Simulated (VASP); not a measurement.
# KMgF3 (P4/mmm) in VASP: further runs, part 2 of 2

VASP 6.6.1. The steps go on from the part before.

## 3. Single point, PBE (strain +0.000 along x and y, +0.015 along z)

File INCAR:

```
PREC = Accurate ; ENCUT = 520
EDIFF = 1E-6 ; ISMEAR = 0
SIGMA = 0.05 ; LREAL = False
LASPH = True ; NELM = 60
ALGO = Normal ; ISIF = 2
LWAVE = False ; LCHARG = True
GGA = PE ; LELF = True
LVHAR = True ; NBANDS = 24
```

File KPOINTS:

```
regular mesh
0
Gamma
  6 6 6
```

File POSCAR:

```
KMgF3
1.0
    3.9859000000      0.0000000000      0.0000000000
    0.0000000000      3.9859000000      0.0000000000
    0.0000000000      0.0000000000      4.0456885000
K Mg F
1 1 3
Direct
    0.5000000000      0.5000000000      0.5000000000
    0.0000000000      0.0000000000      0.0000000000
    0.5000000000      0.0000000000      0.0000000000
    0.0000000000      0.5000000000      0.0000000000
    0.0000000000      0.0000000000      0.5000000000
```

Potentials or basis: VASP PAW PBE potentials, release 64 (K_sv, Mg, F).

Started as:

```sh
> cat potpaw_PBE.64/K_sv/POTCAR potpaw_PBE.64/Mg/POTCAR potpaw_PBE.64/F/POTCAR > POTCAR
> mpirun -np 1 vasp_std > vasp.out
```

OUTCAR:

```text
PREC = Accurate
   ENCUT = 520
   EDIFF = 1E-6
   ISMEAR = 0
   LREAL = False
   LASPH = True
   NELM = 60
   ISIF = 2
   GGA = PE

 ion  position               nearest neighbor table
   1  0.500  0.500  0.500-   5 2.82   5 2.82   5 2.82   5 2.82   4 2.84   3 2.84   4 2.84   3 2.84
                             4 2.84   3 2.84   4 2.84   3 2.84   2 3.47   2 3.47   2 3.47   2 3.47
   2  0.000  0.000  0.000-   3 1.99   4 1.99   4 1.99   3 1.99   5 2.02   5 2.02   1 3.47   1 3.47
                             1 3.47   1 3.47   1 3.47   1 3.47   1 3.47   1 3.47
   3  0.500  0.000  0.000-   2 1.99   2 1.99   1 2.84   1 2.84   1 2.84   1 2.84
   4  0.000  0.500  0.000-   2 1.99   2 1.99   1 2.84   1 2.84   1 2.84   1 2.84
[... 856 lines left out ...]
  Total        1.0693255      1.0693255      0.5000092      0.0000000      0.0000000      0.0000000
  in kB       26.6547912     26.6547912     12.4635953      0.0000000      0.0000000      0.0000000
  external PRESSURE =      21.9243926 kB  Pullay stress =       0.0000000 kB

 VOLUME and BASIS-vectors are now :
 -----------------------------------------------------------------------------
  energy-cutoff  :      520.00
  volume of cell :       64.28
      direct lattice vectors                 reciprocal lattice vectors
     3.985900000  0.000000000  0.000000000     0.250884367  0.000000000  0.000000000
     0.000000000  3.985900000  0.000000000     0.000000000  0.250884367  0.000000000
     0.000000000  0.000000000  4.045688500     0.000000000  0.000000000  0.247176717

 POSITION                                       TOTAL-FORCE (eV/Angst)
 -----------------------------------------------------------------------------------
      1.99295      1.99295      2.02284         0.000000      0.000000      0.000000
      0.00000      0.00000      0.00000         0.000000      0.000000      0.000000
      1.99295      0.00000      0.00000         0.000000      0.000000      0.000000
      0.00000      1.99295      0.00000         0.000000      0.000000      0.000000
      0.00000      0.00000      2.02284         0.000000      0.000000      0.000000
 -----------------------------------------------------------------------------------
    total drift:                                0.000000     -0.000000      0.000000

  FREE ENERGIE OF THE ION-ELECTRON SYSTEM (eV)
  ---------------------------------------------------
  free  energy   TOTEN  =       -24.4299975052 eV

  energy  without entropy=      -24.4299975052  energy(sigma->0) =      -24.42999751
```

stdout:

```text
POSCAR found type information on POSCAR K MgF
 POSCAR found :  3 types and       5 ions
 scaLAPACK will be used
 LDA part: xc-table for (Slater+PW92), standard interpolation
 POSCAR, INCAR and KPOINTS ok, starting setup
 FFT: planning ... GRIDC
 FFT: planning ... GRID_SOFT
 FFT: planning ... GRID
 WAVECAR not read
 entering main loop
```

Run time: 33 s. Hardware: 1 thread of Intel Xeon Platinum 8488C (Sapphire Rapids), shared host; peak memory 0.2 GiB.

Results:

```yaml
Free_energy: -24.4300 eV
Pressure: 2.2 GPa
Band_gap_on_the_k_mesh: 7.18 eV, indirect (least direct gap 7.51 eV)
```

Caveat: the cell differs from its parent crystal (strain +0.000 along x and y, +0.015 along z). A k mesh can miss the band edges.

## 4. Single point, PBE (strain +0.000 along x and y, +0.030 along z)

File INCAR:

```
SYSTEM = KMgF3
ALGO = Normal
EDIFF = 1E-6
ENCUT = 520
GGA = PE
ISIF = 2
ISMEAR = 0
LASPH = .TRUE.
LCHARG = .FALSE.
LREAL = .FALSE.
LWAVE = .FALSE.
NBANDS = 24
NELM = 80
PREC = Accurate
SIGMA = 0.05
```

File KPOINTS:

```
k-points
0
G
  6 6 6
  0 0 0
```

POSCAR, as its differences from that of step 3:

```diff
@@ -4,3 +4,3 @@
     0.0000000000      3.9859000000      0.0000000000
-    0.0000000000      0.0000000000      4.0456885000
+    0.0000000000      0.0000000000      4.1054770000
 K Mg F
```

Started as:

```sh
> cat potpaw_PBE.64/K_sv/POTCAR potpaw_PBE.64/Mg/POTCAR potpaw_PBE.64/F/POTCAR > POTCAR
> mpirun -np 1 vasp_std > vasp.out
```

Wall time 38 s (1 thread of Intel Xeon Platinum 8488C (Sapphire Rapids), shared host); peak memory 0.21 GiB.

The run converged. Its results:

* Free energy: -24.4338 eV
* Pressure: 1.2 GPa
* Band gap on the k mesh: 7.07 eV, indirect (least direct gap 7.40 eV)

Stress tensor (GPa, compression positive):
```
 2.02  0.00  0.00
 0.00  2.02  0.00
 0.00  0.00 -0.57
```

Levels at points of the mesh, in eV from the valence-band top:
```csv
k point,band 13,band 14,band 15,band 16,band 17,band 18,band 19,band 20
"(0.00, 0.00, 0.00)",-0.59,-0.33,-0.33,-0.33,7.07,9.96,10.09,12.08
"(0.50, 0.00, 0.00)",-0.88,-0.83,-0.52,-0.52,9.95,10.15,11.10,12.52
"(0.50, 0.50, 0.00)",-1.07,-0.79,-0.79,-0.02,10.75,11.63,12.42,12.42
"(0.00, 0.00, 0.50)",-0.74,-0.74,-0.53,-0.53,9.84,10.09,10.89,12.67
"(0.50, 0.00, 0.50)",-0.93,-0.93,-0.92,-0.05,10.71,11.49,12.25,12.34
"(0.50, 0.50, 0.50)",-1.06,-0.02,-0.02,0.00,10.30,10.31,10.31,13.57
```

Caveat: the cell differs from its parent crystal (strain +0.000 along x and y, +0.030 along z).

## 5. Single point, PBE (strain +0.030 along x and y, -0.030 along z)

File INCAR:

```
ALGO = Normal
EDIFF = 1E-6
ENCUT = 520
GGA = PE
ISIF = 2
ISMEAR = 0
LASPH = T
LCHARG = T
LELF = T
LREAL = F
LVHAR = T
LWAVE = F
NBANDS = 24
NELM = 60
PREC = Accurate
SIGMA = 0.05
```

File KPOINTS:

```
k-points
0
Gamma
  6 6 6
```

POSCAR, as its differences from that of step 4:

```diff
@@ -2,5 +2,5 @@
 1.0
-    3.9859000000      0.0000000000      0.0000000000
-    0.0000000000      3.9859000000      0.0000000000
-    0.0000000000      0.0000000000      4.1054770000
+    4.1054770000      0.0000000000      0.0000000000
+    0.0000000000      4.1054770000      0.0000000000
+    0.0000000000      0.0000000000      3.8663230000
 K Mg F
```

Started as:

```sh
> cat potpaw_PBE.64/K_sv/POTCAR potpaw_PBE.64/Mg/POTCAR potpaw_PBE.64/F/POTCAR > POTCAR
> mpirun -np 1 vasp_std > vasp.out
```

Run time: 30 s. Hardware: 1 thread of Intel Xeon Platinum 8488C (Sapphire Rapids), shared host; peak memory 0.21 GiB.

It converged, with:

| Item | Value |
| --- | --- |
| Free energy | -24.3962 eV |
| Pressure | 1.5 GPa |
| Band gap on the k mesh | 7.07 eV, indirect (least direct gap 7.39 eV) |

Stress tensor (GPa, compression positive):
```
-0.50  0.00  0.00
 0.00 -0.50  0.00
 0.00  0.00  5.56
```

Levels at points of the mesh, in eV from the valence-band top:
```tsv
k point	band 14	band 15	band 16	band 17	band 18	band 19
(0.00, 0.00, 0.00)	-0.32	-0.32	-0.32	7.07	9.91	10.16
(0.50, 0.00, 0.00)	-0.70	-0.53	-0.50	9.83	10.09	10.90
(0.50, 0.50, 0.00)	-0.86	-0.86	-0.06	10.68	11.32	12.19
(0.00, 0.00, 0.50)	-0.81	-0.51	-0.51	10.10	10.22	11.32
(0.50, 0.00, 0.50)	-0.79	-0.78	-0.03	10.73	11.66	12.34
(0.50, 0.50, 0.50)	-0.03	0.00	0.00	10.29	10.29	10.34
```

Caveat: the cell differs from its parent crystal (strain +0.030 along x and y, -0.030 along z). A k mesh can miss the band edges.

## 6. Overview

```csv
cell,gap on the mesh (eV),pressure (GPa)
"a = 3.926, b = 3.926, c = 4.105 Å, 5 atoms",7.28,3.6
"a = 3.986, b = 3.986, c = 4.046 Å, 5 atoms",7.18,2.2
"a = 3.986, b = 3.986, c = 4.105 Å, 5 atoms",7.07,1.2
"a = 4.105, b = 4.105, c = 3.866 Å, 5 atoms",7.07,1.5
```

Alike in all rows: task single point; level PBE; potentials or basis VASP PAW PBE potentials, release 64 (K_sv, Mg, F); no spin polarisation; k mesh 6 × 6 × 6; cutoff (eV) 520; smearing gaussian 0.05 eV.

Total energies depend on the potentials used, so only differences within one code and one set of settings carry meaning.
